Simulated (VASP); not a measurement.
# GaN (P6_3mc) in VASP: a series of runs

Runs on GaN. Level: r2SCAN+D3(BJ). Tasks: single point.

All numbers are computed with VASP 6.6.1; they aren't measurements. Logs are shortened: lines on timing, memory, paths and dates and some standing lists are left out, and cuts for length are marked.

## 1. The cell of the first run

The structure is hexagonal, space group P6_3mc (No. 186). The conventional cell has a = 3.115 Å, b = 3.115 Å, c = 5.061 Å, α = 90.00°, β = 90.00°, γ = 120.00°. Within 2.5 Å of Ga (site symmetry 3m) lie 4 N at 1.90 to 1.91 Å. Within 2.5 Å of N (site symmetry 3m) lie 4 Ga at 1.90 to 1.91 Å.

## 2. Single point, r2SCAN+D3(BJ)

POSCAR reads:

```
GaN
1.0
    3.1150838257      0.0000000000      0.0000000000
   -1.5575419129      2.6977417280      0.0000000000
    0.0000000000      0.0000000000      5.0605418376
Ga N
2 2
Direct
    0.6666666667      0.3333333333      0.5000000000
    0.3333333333      0.6666666667      0.0000000000
    0.6666666667      0.3333333333      0.8750000000
    0.3333333333      0.6666666667      0.3750000000
```

INCAR.step1 reads:

```
PREC = Accurate ; ENCUT = 520
ISMEAR = -1 ; SIGMA = 0.05
LREAL = False ; LASPH = True
NELM = 60 ; NBANDS = 26
GGA = PE ; ALGO = Normal
EDIFF = 1E-4 ; LWAVE = True
LCHARG = False
```

INCAR.step2 reads:

```
PREC = Accurate ; ENCUT = 520
EDIFF = 1E-6 ; ISMEAR = -1
SIGMA = 0.05 ; LREAL = False
LASPH = True ; NELM = 60
ALGO = Normal ; ISIF = 2
LWAVE = False ; LCHARG = False
METAGGA = R2SCAN ; LMIXTAU = True
IVDW = 12 ; VDW_S6 = 1.0
VDW_S8 = 0.78981345 ; VDW_A1 = 0.49484001
VDW_A2 = 5.73083694 ; NBANDS = 26
ISTART = 1
```

KPOINTS reads:

```
Automatic mesh
0
Gamma
  10 10 5
```

Potentials or basis: VASP PAW PBE potentials, release 64 (Ga_d, N).

Run with:

```console
> cat potpaw_PBE.64/Ga_d/POTCAR potpaw_PBE.64/N/POTCAR > POTCAR
> cp INCAR.step1 INCAR
> mpirun -np 1 vasp_std > vasp.out
> cp INCAR.step2 INCAR
> mpirun -np 1 vasp_std > vasp.out
```

OUTCAR:

```text
PREC = Accurate
   ENCUT = 520
   EDIFF = 1E-6
   ISMEAR = -1
   LREAL = False
   LASPH = True
   NELM = 60
   ISIF = 2
   METAGGA = R2SCAN
   IVDW = 12
   ISTART = 1
 IVDW          = 12

 ion  position               nearest neighbor table
   1  0.667  0.333  0.500-   3 1.90   4 1.91   4 1.91   4 1.91
   2  0.333  0.667  0.000-   4 1.90   3 1.91   3 1.91   3 1.91
   3  0.667  0.333  0.875-   1 1.90   2 1.91   2 1.91   2 1.91
   4  0.333  0.667  0.375-   2 1.90   1 1.91   1 1.91   1 1.91

  LATTYP: Found a hexagonal cell.
 ALAT       =     3.1150838257
 C/A-ratio  =     1.6245283019

  Lattice vectors:

 A1 = (   3.1150838257,   0.0000000000,   0.0000000000)
 A2 = (  -1.5575419129,   2.6977417280,   0.0000000000)
 A3 = (   0.0000000000,   0.0000000000,   5.0605418376)

Analysis of symmetry for initial positions (statically):
=====================================================================
 Subroutine PRICEL returns:
 Original cell was already a primitive cell.

 Routine SETGRP: Setting up the symmetry group for a
 hexagonal supercell.

 Subroutine GETGRP returns: Found 12 space group operations
 (whereof  6 operations were pure point group operations)
 out of a pool of 24 trial point group operations.

The static configuration has the point symmetry C_3v.
 The point group associated with its full space group is C_6v.

Analysis of symmetry for dynamics (positions and initial velocities):
=====================================================================
 Subroutine PRICEL returns:
 Original cell was already a primitive cell.

 Routine SETGRP: Setting up the symmetry group for a
 hexagonal supercell.

 Subroutine GETGRP returns: Found 12 space group operations
 (whereof  6 operations were pure point group operations)
 out of a pool of 24 trial point group operations.

The dynamic configuration has the point symmetry C_3v.
 The point group associated with its full space group is C_6v.

 Subroutine INISYM returns: Found 12 space group operations
 (whereof  6 operations are pure point group operations),
 and found     1 'primitive' translations

----------------------------------------------------------------------------------------
[... 91 lines left out ...]
   ISPIN  =      1    spin polarized calculation?
   LNONCOLLINEAR =      F non collinear calculations
   LSORBIT =      F    spin-orbit coupling
   LASPH  =      T    aspherical Exc in radial PAW
   ENCUT  =  520.0 eV  38.22 Ry    6.18 a.u.   5.79  5.79  9.41*2*pi/ulx,y,z
   NELM   =     60;   NELMIN=  2; NELMDL=  0     # of ELM steps
   EDIFF  = 0.1E-05   stopping-criterion for ELM
   LREAL  =      F    real-space projection
   EDIFFG = 0.1E-04   stopping-criterion for IOM
   NSW    =      0    number of steps for IOM
   IBRION =     -1    ionic relax: 0-MD 1-quasi-New 2-CG
   NFREE  =      0    steps in history (QN), initial steepest desc. (CG)
   ISIF   =      2    stress and relaxation
   ISYM   =      2    0-nonsym 1-usesym 2-fastsym
   POTIM  = 0.5000    time-step for ionic-motion
   TEBEG  =    0.0;   TEEND  =   0.0 temperature during run
   PSTRESS=    0.0 pullay stress
   NELECT =      36.0000    total number of electrons
   NUPDOWN=      -1.0000    fix difference up-down
   EMIN   =  10.00;   EMAX   =-10.00  energy-range for DOS
   EFERMI =   0.00;   METHOD = LEGACY
   ISMEAR =    -1;   SIGMA  =   0.05  broadening in eV -4-tet -1-fermi 0-gaus
   EFERMI_NEDOS =   21; number of points for ismear=-14 and -15
   IALGO  =     38    algorithm
   IMIX   =      4    mixing-type and parameters
     AMIX     =   0.40;   BMIX     =  1.00
     AMIX_MAG =   1.60;   BMIX_MAG =  1.00
  volume/ion in A,a.u.               =      10.63        71.75
  Fermi-wavevector in a.u.,A,eV,Ry     =   1.548650  2.926524 32.631083  2.398317
  Thomas-Fermi vector in A             =   2.653570
   LORBIT       =      0    0 simple, 1 ext, 2 COOP (PROOUT), +10 PAW based schemes
   METAGGA = R2SCAN    functional components
   LHFCALC =     F    Hartree Fock is set to
   AEXX    =    0.0000 exact exchange contribution
   IVDW    =    12    specifies the selected vdW correction
   LEPSILON=     F    determine dielectric tensor
   LRPA    =     F    only Hartree local field effects (RPA)
 non-spin polarized calculation
  energy-cutoff  :      520.00
  volume of cell :       42.53
 maximum number of plane-waves:      1165
 NGX is ok and might be reduce to    24
   NGX = 11   NGY = 11   NGZ = 19

 number of electron      36.0000022 magnetization

 Free energy of the ion-electron system (eV)
  ---------------------------------------------------
  ext. energy  EPLUGINS =         0.00000000
  ---------------------------------------------------
  free energy    TOTEN  =       -43.66096101 eV

  energy without entropy =      -43.66096101  energy(sigma->0) =      -43.66096101

 E-fermi :   6.8914     XC(G=0): -13.0665

 val. band max:        5.8688598633   @ k =   0.0000   0.0000   0.0000
 cond. band min:       8.6754006886   @ k =   0.0000   0.0000   0.0000
 fundamental gap:      2.8065408254
 Fermi energy:         6.8914302832

 k-point     1 :       0.0000    0.0000    0.0000
  band No.  band energies     occupation
      1     -11.5593      2.00000
      2     -10.3383      2.00000
      3      -8.0401      2.00000
      4      -8.0132      2.00000
      5      -8.0132      2.00000
      6      -7.9271      2.00000
[... 685 lines left out ...]
     25      19.0096      0.00000
     26      20.7948      0.00000

 [... further k-points ...]

------------------------ aborting loop because EDIFF is reached ----------------------------------------

 Edisp (eV)   -0.51607

 E8    (eV) :    -0.1626

  FORCE on cell =-STRESS in cart. coord.  units (eV):
  Direction    XX          YY          ZZ          XY          YZ          ZX
  --------------------------------------------------------------------------------------
  -------------------------------------------------------------------------------------
  Total       3.66701     3.66701     4.35384    -0.00000     0.00000     0.00000
  in kB     138.15137   138.15137   164.02716    -0.00000     0.00000     0.00000
  external pressure =      146.78 kB  Pullay stress =        0.00 kB

 VOLUME and BASIS-vectors are now :
 -----------------------------------------------------------------------------
  energy-cutoff  :      520.00
  volume of cell :       42.53
      direct lattice vectors                 reciprocal lattice vectors
     3.115083826  0.000000000  0.000000000     0.321018649  0.185340203  0.000000000
    -1.557541913  2.697741728  0.000000000     0.000000000  0.370680406  0.000000000
     0.000000000  0.000000000  5.060541838     0.000000000  0.000000000  0.197607298

 POSITION                                       TOTAL-FORCE (eV/Angst)
 -----------------------------------------------------------------------------------
      1.55754      0.89925      2.53027         0.000000      0.000000     -0.164095
     -0.00000      1.79849      0.00000         0.000000     -0.000000     -0.164095
      1.55754      0.89925      4.42797         0.000000     -0.000000      0.164095
     -0.00000      1.79849      1.89770        -0.000000     -0.000000      0.164095
 -----------------------------------------------------------------------------------
    total drift:                                0.000002      0.000003      0.008686

  FREE ENERGIE OF THE ION-ELECTRON SYSTEM (eV)
  ---------------------------------------------------
  free  energy   TOTEN  =       -44.1770294407 eV

  energy  without entropy=      -44.1770294406  energy(sigma->0) =      -44.17702944
```

Run time: 1.9 min. Hardware: 1 thread of Intel Xeon 6975P-C, shared host; peak memory 0.2 GiB.

Results:

- Free energy: -44.1770 eV
- Pressure: 14.7 GPa
- Largest force: 0.164 eV/Å
- Band gap on the k mesh: 2.81 eV, direct
- Dispersion energy per atom: -0.129 eV

Forces on the atoms (eV/Å):
```
Ga   0.000  0.000 -0.164
Ga   0.000  0.000 -0.164
N    0.000  0.000  0.164
N    0.000  0.000  0.164
```

Levels at points of the mesh, in eV from the valence-band top:
| k point | band 16 | band 17 | band 18 | band 19 | band 20 | band 21 |
| --- | --- | --- | --- | --- | --- | --- |
| (0.00, 0.00, 0.00) | -0.06 | 0.00 | 0.00 | 2.81 | 5.26 | 10.38 |
| (0.50, 0.00, 0.00) | -3.10 | -2.48 | -1.10 | 5.77 | 6.45 | 6.83 |

Caveat: the PAW data sets were made with another functional, which shifts forces and pressure a little. r2SCAN opens gaps a little over a GGA but as a rule still falls short of measured ones.

## 3. Single point, r2SCAN+D3(BJ)

This run uses another cell than the first one, of 10.86 Å³/atom, 1.021 times its volume.

POSCAR reads:

```
GaN
1.0
    3.1370217585      0.0000000000      0.0000000000
   -1.5685108793      2.7167405351      0.0000000000
    0.0000000000      0.0000000000      5.0961806304
Ga N
2 2
Direct
    0.6666666667      0.3333333333      0.5000000000
    0.3333333333      0.6666666667      0.0000000000
    0.6666666667      0.3333333333      0.8750000000
    0.3333333333      0.6666666667      0.3750000000
```

INCAR.step1 reads:

```
SYSTEM = GaN
PREC = Accurate
ENCUT = 520
ISMEAR = -1
SIGMA = 0.05
LREAL = .False.
LASPH = .True.
NELM = 100
NBANDS = 26
GGA = PE
ALGO = Normal
EDIFF = 1E-4
LWAVE = .True.
LCHARG = .False.
```

INCAR.step2 reads:

```
SYSTEM = GaN
PREC = Accurate
ENCUT = 520
EDIFF = 1E-6
ISMEAR = -1
SIGMA = 0.05
LREAL = .False.
LASPH = .True.
NELM = 100
ALGO = Normal
ISIF = 2
LWAVE = .False.
LCHARG = .False.
METAGGA = R2SCAN
LMIXTAU = .True.
IVDW = 12
VDW_S6 = 1.0
VDW_S8 = 0.78981345
VDW_A1 = 0.49484001
VDW_A2 = 5.73083694
NBANDS = 26
ISTART = 1
```

KPOINTS reads:

```
regular mesh
0
Gamma
  10 10 5
  0 0 0
```

Potentials or basis: VASP PAW PBE potentials, release 64 (Ga_d, N).

Run with:

```console
> cat potpaw_PBE.64/Ga_d/POTCAR potpaw_PBE.64/N/POTCAR > POTCAR
> cp INCAR.step1 INCAR
> mpirun -np 1 vasp_std > vasp.out
> cp INCAR.step2 INCAR
> mpirun -np 1 vasp_std > vasp.out
```

Run time: 1.9 min. Hardware: 1 thread of Intel Xeon 6975P-C, shared host; peak memory 0.2 GiB.

It converged, with:

```yaml
Free_energy: -44.2458 eV
Pressure: 9.4 GPa
Largest_force: 0.155 eV/Å
Band_gap_on_the_k_mesh: 2.66 eV, direct
Dispersion_energy_per_atom: -0.126 eV
```

Forces in eV/Å, atoms in the order of the input:
```
Ga   0.000  0.000 -0.155
Ga   0.000  0.000 -0.155
N    0.000  0.000  0.155
N    0.000  0.000  0.155
```

Stress tensor (GPa, compression positive):
```
 8.65  0.00  0.00
 0.00  8.65  0.00
 0.00  0.00 10.96
```

Levels at points of the mesh, in eV from the valence-band top:
| k point | band 15 | band 16 | band 17 | band 18 | band 19 | band 20 | band 21 | band 22 |
| --- | --- | --- | --- | --- | --- | --- | --- | --- |
| (0.00, 0.00, 0.00) | -1.15 | -0.06 | 0.00 | 0.00 | 2.66 | 5.12 | 10.25 | 10.84 |
| (0.50, 0.00, 0.00) | -4.55 | -3.02 | -2.42 | -1.07 | 5.70 | 6.36 | 6.72 | 9.76 |

Caveat: the PAW data sets were made with another functional, which shifts forces and pressure a little. r2SCAN opens gaps a little over a GGA but as a rule still falls short of measured ones.

## 4. Single point, r2SCAN+D3(BJ)

This run uses another cell than the first one, of 11.08 Å³/atom, 1.043 times its volume.

POSCAR reads:

```
GaN
1.0
    3.1586570750      0.0000000000      0.0000000000
   -1.5793285375      2.7354772688      0.0000000000
    0.0000000000      0.0000000000      5.1313278144
Ga N
2 2
Direct
    0.6666666667      0.3333333333      0.5000000000
    0.3333333333      0.6666666667      0.0000000000
    0.6666666667      0.3333333333      0.8750000000
    0.3333333333      0.6666666667      0.3750000000
```

INCAR.step1 reads:

```
PREC = Accurate
ENCUT = 520
ISMEAR = -1
SIGMA = 0.05
LREAL = F
LASPH = T
NELM = 60
NBANDS = 26
GGA = PE
ALGO = Normal
EDIFF = 1E-4
LWAVE = T
LCHARG = F
```

INCAR.step2 reads:

```
PREC = Accurate
ENCUT = 520
EDIFF = 1E-7
ISMEAR = -1
SIGMA = 0.05
LREAL = F
LASPH = T
NELM = 60
ALGO = Normal
ISIF = 2
LWAVE = F
LCHARG = T
METAGGA = R2SCAN
LMIXTAU = T
IVDW = 12
VDW_S6 = 1.0
VDW_S8 = 0.78981345
VDW_A1 = 0.49484001
VDW_A2 = 5.73083694
LELF = T
LVHAR = T
NBANDS = 26
ISTART = 1
```

KPOINTS reads:

```
Automatic mesh
0
Gamma
  10 10 5
```

Run with:

```console
> cat potpaw_PBE.64/Ga_d/POTCAR potpaw_PBE.64/N/POTCAR > POTCAR
> cp INCAR.step1 INCAR
> mpirun -np 1 vasp_std > vasp.out
> cp INCAR.step2 INCAR
> mpirun -np 1 vasp_std > vasp.out
```

Run time: 2.5 min. Hardware: 1 thread of Intel Xeon 6975P-C, shared host; peak memory 0.2 GiB.

Results (log left out):

```
Free energy                : -44.2863 eV
Pressure                   : 4.7 GPa
Largest force              : 0.146 eV/Å
Band gap on the k mesh     : 2.52 eV, direct
Dispersion energy per atom : -0.124 eV
```

Forces in eV/Å, atoms in the order of the input:
```
Ga   0.000  0.000 -0.146
Ga   0.000  0.000 -0.146
N    0.000  0.000  0.146
N    0.000  0.000  0.146
```

Stress tensor (GPa, compression positive):
```
4.00 0.00 0.00
0.00 4.00 0.00
0.00 0.00 6.10
```

Levels at points of the mesh, in eV from the valence-band top:
| k point | band 15 | band 16 | band 17 | band 18 | band 19 | band 20 | band 21 | band 22 |
| --- | --- | --- | --- | --- | --- | --- | --- | --- |
| (0.00, 0.00, 0.00) | -1.12 | -0.06 | 0.00 | 0.00 | 2.52 | 4.98 | 10.12 | 10.72 |
| (0.50, 0.00, 0.00) | -4.45 | -2.94 | -2.35 | -1.04 | 5.64 | 6.26 | 6.64 | 9.58 |

Caveat: the PAW data sets were made with another functional, which shifts forces and pressure a little.

## 5. Overview

| cell | gap on the mesh (eV) | pressure (GPa) | largest force (eV/Å) |
| --- | --- | --- | --- |
| a = 3.115, b = 3.115, c = 5.061 Å, angles 90.0, 90.0, 120.0°, 4 atoms | 2.81 | 14.7 | 0.16 |
| a = 3.137, b = 3.137, c = 5.096 Å, angles 90.0, 90.0, 120.0°, 4 atoms | 2.66 | 9.4 | 0.16 |
| a = 3.159, b = 3.159, c = 5.131 Å, angles 90.0, 90.0, 120.0°, 4 atoms | 2.52 | 4.7 | 0.15 |

Alike in all rows: task single point; level r2SCAN+D3(BJ); potentials or basis VASP PAW PBE potentials, release 64 (Ga_d, N); no spin polarisation; k mesh 10 × 10 × 5; cutoff (eV) 520; smearing fermi-dirac 0.05 eV.

Caveats: the PAW data sets were made with another functional, which shifts forces and pressure a little.

Absolute energies hang on the potentials; compare differences alone.
